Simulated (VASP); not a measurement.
# Mn (P6_3/mmc) in VASP: single point with PBE

Aim: the single point of Mn with PBE.

All numbers are computed with VASP 6.6.1; they aren't measurements. Logs are shortened: lines on timing, memory, paths and dates and some standing lists are left out, and cuts for length are marked.

## (1) The cell of the first run

Symmetry: P6_3/mmc, No. 194, hexagonal system. The conventional cell has a = 2.202 Å, b = 2.202 Å, c = 3.550 Å, α = 90.00°, β = 90.00°, γ = 120.00°. Mn (site symmetry -6m2) has 12 Mn at 2.18 to 2.20 Å within 2.9 Å.

This isn't the form of Mn at room conditions, which is a 58-atom cubic cell.

## (2) Single point, PBE, collinear spin, ferromagnetic start

Input file INCAR:

```
ALGO = Normal
EDIFF = 1E-6
ENCUT = 520
GGA = PE
ISIF = 2
ISMEAR = -1
ISPIN = 2
LASPH = True
LCHARG = False
LMAXMIX = 4
LORBIT = 11
LREAL = False
LWAVE = False
MAGMOM = 3 3
NBANDS = 24
NELM = 150
PREC = Accurate
SIGMA = 0.08
```

Input file KPOINTS:

```
k-points
0
Gamma
  20 20 11
```

Input file POSCAR:

```
Mn
1.0
    2.2022969139      0.0000000000      0.0000000000
   -1.1011484569      1.9072450741      0.0000000000
    0.0000000000      0.0000000000      3.5502903537
Mn
2
Direct
    0.3333333333      0.6666666667      0.2500000000
    0.6666666667      0.3333333333      0.7500000000
```

Potentials or basis: VASP PAW PBE potentials, release 64 (Mn_pv).

Started as:

```console
cat potpaw_PBE.64/Mn_pv/POTCAR > POTCAR
mpirun -np 1 vasp_std > vasp.out
```

OUTCAR:

```text
EDIFF = 1E-6
   ENCUT = 520
   GGA = PE
   ISIF = 2
   ISMEAR = -1
   ISPIN = 2
   LASPH = True
   LORBIT = 11
   LREAL = False
   NELM = 150
   PREC = Accurate

 ion  position               nearest neighbor table
   1  0.333  0.667  0.250-   2 2.18   2 2.18   2 2.18   2 2.18   2 2.18   2 2.18   2 3.10   2 3.10
                             2 3.10   2 3.10   2 3.10   2 3.10
   2  0.667  0.333  0.750-   1 2.18   1 2.18   1 2.18   1 2.18   1 2.18   1 2.18   1 3.10   1 3.10
                             1 3.10   1 3.10   1 3.10   1 3.10

  LATTYP: Found a hexagonal cell.
 ALAT       =     2.2022969139
 C/A-ratio  =     1.6120852421

  Lattice vectors:

 A1 = (   2.2022969139,   0.0000000000,   0.0000000000)
 A2 = (  -1.1011484569,   1.9072450741,   0.0000000000)
 A3 = (   0.0000000000,   0.0000000000,   3.5502903537)

Analysis of symmetry for initial positions (statically):
=====================================================================
 Subroutine PRICEL returns:
 Original cell was already a primitive cell.

 Routine SETGRP: Setting up the symmetry group for a
 hexagonal supercell.

 Subroutine GETGRP returns: Found 24 space group operations
 (whereof 12 operations were pure point group operations)
 out of a pool of 24 trial point group operations.

The static configuration has the point symmetry D_3d.
 The point group associated with its full space group is D_6h.

Analysis of symmetry for dynamics (positions and initial velocities):
=====================================================================
 Subroutine PRICEL returns:
 Original cell was already a primitive cell.

 Routine SETGRP: Setting up the symmetry group for a
 hexagonal supercell.

 Subroutine GETGRP returns: Found 24 space group operations
 (whereof 12 operations were pure point group operations)
 out of a pool of 24 trial point group operations.

The dynamic configuration has the point symmetry D_3d.
 The point group associated with its full space group is D_6h.

Analysis of structural, dynamic, and magnetic symmetry:
=====================================================================
 Subroutine PRICEL returns:
 Original cell was already a primitive cell.

 Routine SETGRP: Setting up the symmetry group for a
 hexagonal supercell.

 Subroutine GETGRP returns: Found 24 space group operations
 (whereof 12 operations were pure point group operations)
 out of a pool of 24 trial point group operations.

The overall configuration has the point symmetry D_3d.
[... 120 lines left out ...]
     AMIX_MAG =   1.60;   BMIX_MAG =  1.00
  volume/ion in A,a.u.               =       7.46        50.32
  Fermi-wavevector in a.u.,A,eV,Ry     =   1.970382  3.723483 52.823354  3.882407
  Thomas-Fermi vector in A             =   2.993155
   LORBIT       =     11    0 simple, 1 ext, 2 COOP (PROOUT), +10 PAW based schemes
   GGA     = PE    functional components
   LHFCALC =     F    Hartree Fock is set to
   AEXX    =    0.0000 exact exchange contribution
   IVDW    =     0    specifies the selected vdW correction
   LEPSILON=     F    determine dielectric tensor
   LRPA    =     F    only Hartree local field effects (RPA)
 spin polarized calculation
  energy-cutoff  :      520.00
  volume of cell :       14.91
 maximum number of plane-waves:       424
   NGX =  9   NGY =  9   NGZ = 13

 number of electron      25.9999996 magnetization       0.0005762

 number of electron      25.9999996 magnetization      -0.0000070

 Free energy of the ion-electron system (eV)
  ---------------------------------------------------
  ext. energy  EPLUGINS =         0.00000000
  ---------------------------------------------------
  free energy    TOTEN  =       -14.61630374 eV

  energy without entropy =      -14.57986400  energy(sigma->0) =      -14.59808387

 E-fermi :  16.5059     XC(G=0): -16.3729

 val. band max:       16.5004103793   @ k =   0.1000   0.1000   0.0000
 cond. band min:      16.5069208941   @ k =   0.2500   0.0500   0.4545
 fundamental gap:      0.0065105148
 Fermi energy:        16.5059269513

 spin component 1

 k-point     1 :       0.0000    0.0000    0.0000
  band No.  band energies     occupation
      1     -32.9168      1.00000
      2     -30.8416      1.00000
      3     -30.8416      1.00000
      4     -30.5373      1.00000
      5     -30.5373      1.00000
      6     -30.4975      1.00000
[... 637 lines left out ...]
     23      43.9588      0.00000
     24      44.2478      0.00000

 [... further k-points ...]

 spin component 2

 k-point     1 :       0.0000    0.0000    0.0000
  band No.  band energies     occupation
      1     -32.9168      1.00000
      2     -30.8416      1.00000
      3     -30.8416      1.00000
      4     -30.5373      1.00000
      5     -30.5373      1.00000
      6     -30.4975      1.00000
[... 637 lines left out ...]
     23      43.9588      0.00000
     24      44.2478      0.00000

 [... further k-points ...]

------------------------ aborting loop because EDIFF is reached ----------------------------------------

  FORCE on cell =-STRESS in cart. coord.  units (eV):
  Direction    XX          YY          ZZ          XY          YZ          ZX
  --------------------------------------------------------------------------------------
  -------------------------------------------------------------------------------------
  Total       20.8554082     20.8554082     20.8848812      0.0000000      0.0000000      0.0000000
  in kB     2240.6964826   2240.6964825   2243.8630504      0.0000001      0.0000000      0.0000000
  external PRESSURE =    2241.7520052 kB  Pullay stress =       0.0000000 kB

 VOLUME and BASIS-vectors are now :
 -----------------------------------------------------------------------------
  energy-cutoff  :      520.00
  volume of cell :       14.91
      direct lattice vectors                 reciprocal lattice vectors
     2.202296914  0.000000000  0.000000000     0.454071381  0.262158234  0.000000000
    -1.101148457  1.907245074  0.000000000     0.000000000  0.524316468  0.000000000
     0.000000000  0.000000000  3.550290354     0.000000000  0.000000000  0.281667103

 POSITION                                       TOTAL-FORCE (eV/Angst)
 -----------------------------------------------------------------------------------
     -0.00000      1.27150      0.88757         0.000000     -0.000000      0.000000
      1.10115      0.63575      2.66272        -0.000000      0.000000      0.000000
 -----------------------------------------------------------------------------------
    total drift:                               -0.000000      0.000000     -0.000000

  FREE ENERGIE OF THE ION-ELECTRON SYSTEM (eV)
  ---------------------------------------------------
  free  energy   TOTEN  =       -14.6163037382 eV

  energy  without entropy=      -14.5798639974  energy(sigma->0) =      -14.59808387

 total charge

# of ion       s       p       d       tot
------------------------------------------
    1        0.608   6.697   5.711  13.017
    2        0.608   6.697   5.711  13.017
--------------------------------------------------
tot          1.216  13.394  11.423  26.033

 magnetization (x)

# of ion       s       p       d       tot
------------------------------------------
    1        0.000   0.000   0.000   0.000
    2        0.000   0.000   0.000   0.000
--------------------------------------------------
tot          0.000   0.000   0.000   0.000
```

OSZICAR:

```text
N       E                     dE             d eps       ncg     rms          rms(c)
DAV:   1     0.229607039239E+03    0.22961E+03   -0.13872E+04 26776   0.165E+03
DAV:   2    -0.528654145416E+01   -0.23489E+03   -0.22248E+03 25856   0.402E+02
DAV:   3    -0.138599821975E+02   -0.85734E+01   -0.85396E+01 27752   0.862E+01
DAV:   4    -0.139077972842E+02   -0.47815E-01   -0.47811E-01 28568   0.635E+00
DAV:   5    -0.139082462412E+02   -0.44896E-03   -0.44895E-03 28432   0.632E-01    0.365E+01
DAV:   6    -0.145332060362E+02   -0.62496E+00   -0.28780E+00 29360   0.256E+01    0.939E+00
DAV:   7    -0.146079040222E+02   -0.74698E-01   -0.17664E-01 31384   0.518E+00    0.655E+00
DAV:   8    -0.146264060561E+02   -0.18502E-01   -0.11862E-02 27136   0.127E+00    0.196E+00
DAV:   9    -0.146156703451E+02    0.10736E-01   -0.70849E-03 29408   0.898E-01    0.630E-01
DAV:  10    -0.146163960498E+02   -0.72570E-03   -0.12807E-03 27784   0.356E-01    0.139E-01
DAV:  11    -0.146163337696E+02    0.62280E-04   -0.64139E-05 27920   0.809E-02    0.405E-02
DAV:  12    -0.146163172301E+02    0.16539E-04   -0.19337E-06 28632   0.154E-02    0.201E-02
DAV:  13    -0.146163057288E+02    0.11501E-04   -0.86203E-07 23968   0.837E-03    0.606E-03
DAV:  14    -0.146163037871E+02    0.19417E-05   -0.53221E-07 16528   0.666E-03    0.128E-03
DAV:  15    -0.146163037382E+02    0.48946E-07   -0.27837E-08 13704   0.173E-03
   1 F= -.14616304E+02 E0= -.14598084E+02  d E =-.364397E-01  mag=     0.0000
```

stdout:

```text
POSCAR found type information on POSCAR Mn
 POSCAR found :  1 types and       2 ions
 scaLAPACK will be used
 LDA part: xc-table for (Slater+PW92), standard interpolation
 POSCAR, INCAR and KPOINTS ok, starting setup
 FFT: planning ... GRIDC
 FFT: planning ... GRID_SOFT
 FFT: planning ... GRID
 WAVECAR not read
 entering main loop
```

Wall time 58 s (1 thread of Intel Xeon 6975P-C (Granite Rapids), shared host); peak memory 0.23 GiB.

Results:

```yaml
Free_energy: -14.6163 eV
Pressure: 224.2 GPa
Band_gap_on_the_k_mesh: zero (filled and empty bands overlap)
Net_moment: 0.00 μB per cell
```

Caveat: the cell stands under pressure.
